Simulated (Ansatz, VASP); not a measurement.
## Cu2BrCl in VASP and in Ansatz

INCAR

```
PREC = Accurate ; ENCUT = 520
EDIFF = 1E-6 ; ISMEAR = -1
SIGMA = 0.05 ; LREAL = F
LASPH = T ; NELM = 80
ALGO = Normal ; ISIF = 2
LWAVE = F ; LCHARG = F
GGA = PE ; NBANDS = 26
```

The input KPOINTS:

```
regular mesh
0
Gamma
  8 8 8
```

File POSCAR:

```
Cu2BrCl
1.0
    1.8430564904      1.0640891609      6.0069201274
   -1.8430564904      1.0640891609      6.0069201274
    0.0000000000     -2.1281783217      6.0069201274
Br Cu Cl
1 2 1
Direct
    0.0000000000      0.0000000000      0.0000000000
    0.7516030000      0.7516030000      0.7516030000
    0.2483970000      0.2483970000      0.2483970000
    0.5000000000      0.5000000000      0.5000000000
```

File input.yaml:

```yaml
crystal:
  lattice:
    - [1.8430564904, 1.0640891609, 6.0069201274]
    - [-1.8430564904, 1.0640891609, 6.0069201274]
    - [0.0, -2.1281783217, 6.0069201274]
  atoms:
    - { symbol: Br, position: [0.0, 0.0, 0.0] }
    - { symbol: Cu, position: [0.751603, 0.751603, 0.751603] }
    - { symbol: Cu, position: [0.248397, 0.248397, 0.248397] }
    - { symbol: Cl, position: [0.5, 0.5, 0.5] }
hamiltonian:
  xc: pbe
  pseudopotentials: { kind: paw }
kpoints:
  mp_grid: { grid: [8, 8, 8] }
scf:
  occupations: { method: fermi_dirac, width: 0.05 }
output:
  forces: true
  stress: true
  eigenvalues: true
```

Alike in both runs: task single point; functional PBE; k mesh 8 × 8 × 8; occupations fermi-dirac, width 0.05 eV; no spin polarisation.

|  | VASP | Ansatz |
| --- | --- | --- |
| version | VASP 6.6.1 | Ansatz 0.2.0 |
| potentials or method | VASP PAW PBE potentials, release 64 (Br, Cu, Cl) | Ansatz PAW |
| plane-wave cutoff (eV) | 520 | 420 |
| valence electrons in the cell | 36 | 52 |

VASP gave:

- gap on the k mesh at the Fermi level (eV): 0.25
- least direct gap on the mesh (eV): 0.25
- pressure (GPa): 2.3
- traceless stress, the component that is largest in VASP (GPa): -0.08
- rms of the force components (eV/Å): 0.053

Which values does Ansatz return?

gap on the k mesh at the Fermi level (eV): 0.25; least direct gap on the mesh (eV): 0.25; pressure (GPa): 2.4; traceless stress, the component that is largest in VASP (GPa): -0.08; rms of the force components (eV/Å): 0.054.

Atom by atom the forces differ by 0.001 eV/Å (rms over components). VASP's potentials hold 36 valence electrons a cell and Ansatz's 52, so a difference there can come from the potentials and not from the codes.
